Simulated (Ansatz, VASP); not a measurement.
## GaN in VASP and in Ansatz

The input INCAR:

```
SYSTEM = GaN
  PREC = Accurate
  ENCUT = 520
  EDIFF = 1E-6
  ISMEAR = -1
  SIGMA = 0.05
  LREAL = .FALSE.
  LASPH = .TRUE.
  NELM = 60
  ALGO = Normal
  ISIF = 2
  LWAVE = .FALSE.
  LCHARG = .TRUE.
  GGA = RE
  IVDW = 12
  LELF = .TRUE.
  LVHAR = .TRUE.
  NBANDS = 16
```

File KPOINTS:

```
Automatic mesh
0
G
  10 10 10
  0 0 0
```

Contents of POSCAR:

```
GaN
1.0
    0.0000000000      2.2074978911      2.2074978911
    2.2074978911      0.0000000000      2.2074978911
    2.2074978911      2.2074978911      0.0000000000
Ga N
1 1
Direct
    0.0000000000      0.0000000000      0.0000000000
    0.2500000000      0.2500000000      0.2500000000
```

The input input.yaml:

```yaml
crystal:
  lattice:
    - [0.0, 2.2074978911, 2.2074978911]
    - [2.2074978911, 0.0, 2.2074978911]
    - [2.2074978911, 2.2074978911, 0.0]
  atoms:
    - { symbol: Ga, position: [0.0, 0.0, 0.0] }
    - { symbol: "N", position: [0.25, 0.25, 0.25] }
hamiltonian:
  xc: revpbe
  pseudopotentials: { kind: paw }
  dispersion: d3bj
kpoints:
  mp_grid: { grid: [10, 10, 10] }
scf:
  occupations: { method: fermi_dirac, width: 0.05 }
output:
  forces: true
  stress: true
  eigenvalues: true
  write_density: true
  write_potential: true
  elf: true
  volumetric_format: npy
```

Alike in both runs: task single point; functional revPBE; dispersion D3(BJ); k mesh 10 × 10 × 10; occupations fermi-dirac, width 0.05 eV; no spin polarisation.

```csv
,VASP,Ansatz
version,VASP 6.6.1,Ansatz 0.2.0
potentials or method,"VASP PAW PBE potentials, release 64 (Ga_d, N)",Ansatz PAW
plane-wave cutoff (eV),520,420
valence electrons in the cell,18,18
```

VASP gave:

- gap on the k mesh at the Fermi level (eV): 2.16
- least direct gap on the mesh (eV): 2.16
- pressure (GPa): 13.4

**Question.** Estimate Ansatz's values.

**Answer.** gap on the k mesh at the Fermi level (eV): 2.13; least direct gap on the mesh (eV): 2.13; pressure (GPa): 13.7.

VASP's potentials were made for PBE, not for revPBE.
